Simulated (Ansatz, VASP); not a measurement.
# One calculation of PbS, two programs

```
Pb S
1.0
     0.00000    2.98723    2.98723
     2.98723    0.00000    2.98723
     2.98723    2.98723    0.00000
Pb S
1 1
Direct
  0.00000 0.00000 0.00000
  0.50000 0.50000 0.50000
```

Alike in both runs: task single point; functional PBE; k mesh 8 × 8 × 8; occupations fermi-dirac, width 0.02 eV; no spin polarisation.

|  | VASP | Ansatz |
| --- | --- | --- |
| version | VASP 6.6.1 | Ansatz 0.2.0 |
| potentials or method | VASP PAW PBE potentials, release 64 (Pb_d, S) | plane waves, PAW |
| plane-wave cutoff (eV) | 520 | 420 |
| valence electrons in the cell | 20 | 20 |

|  | VASP | Ansatz | Ansatz less VASP |
| --- | --- | --- | --- |
| pressure (GPa) | 0.9 | 0.9 | +0.09 |

Neither program's run includes spin-orbit coupling.
